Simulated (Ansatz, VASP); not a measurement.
## Two plane-wave programs on Be

```
Be
1.0
     2.16169    0.00000    0.00000
     0.00000    2.16169    0.00000
     0.00000    0.00000    2.16169
Be
1
Direct
  0.00000 0.00000 0.00000
```

Alike in both runs: functional r2SCAN; k mesh 8 × 8 × 8; occupations gaussian, width 0.1 eV; no spin polarisation.

Ansatz relaxed the structure, and its values are those at the end. VASP's run is a single point on that final structure, the one shown.

```csv
,VASP,Ansatz
version,VASP 6.6.1,Ansatz 0.2.0
potentials or method,"VASP PAW PBE potentials, release 64 (Be), cutoff 520 eV","scalar-relativistic, plane waves, PAW"
valence electrons in the cell,2,2
```

|  | VASP | Ansatz | Ansatz less VASP |
| --- | --- | --- | --- |
| gap on the k mesh at the Fermi level (eV) | none | none | - |
| pressure (GPa) | 0.0 | 0.0 | -0.03 |

VASP's potentials were made for PBE, not for r2SCAN. A gap of «none» marks a metal or a gap that the smearing closes.

The k mesh is coarse, so the values compare programs but aren't converged.
